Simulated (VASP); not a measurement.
Runs of VASP 6.6.1 on CsI. The structure is that of space group Pm-3m (No. 221), or close to it. The cells are those of the table. 

| level | cell | k mesh | cutoff (eV) | gap on the mesh (eV) | pressure (GPa) |
| --- | --- | --- | --- | --- | --- |
| PBE | a = 4.757 Å, 2 atoms | 4 × 4 × 4 | 500 | 3.52 | -0.5 |
| PBE | a = 4.666 Å, 2 atoms | 4 × 4 × 4 | 500 | 3.68 | 0.0 |
| PBE | a = 4.712 Å, 2 atoms | 4 × 4 × 4 | 500 | 3.59 | -0.2 |
| r2SCAN | a = 4.608 Å, 2 atoms | 6 × 6 × 6 | 550 | 4.50 | 0.1 |
| r2SCAN | a = 4.562 Å, 2 atoms | 4 × 4 × 4 | 550 | (a) | 0.5 |
| PBE | a = 4.618 Å, 2 atoms | 4 × 4 × 4 | 500 | (b) | 0.4 |
| r2SCAN | a = 4.654 Å, 2 atoms | 4 × 4 × 4 | 550 | 4.39 | -0.3 |
| r2SCAN | a = 4.699 Å, 2 atoms | 4 × 4 × 4 | 550 | 4.30 | -0.6 |

Alike in all rows: task single point; potentials or basis VASP PAW PBE potentials, release 64 (Cs_sv, I); no spin polarisation; smearing gaussian 0.01 eV.

**Question.** Fill in the values left out.

**Answer.** (a) 4.60; (b) 3.77.

Caveats: spin-orbit coupling is left out, which moves the levels of the heavy elements; the PAW data sets were made with another functional, which shifts forces and pressure a little (some runs).

A k mesh can miss the band edges, and the runs leave out spin-orbit coupling on Cs, I.
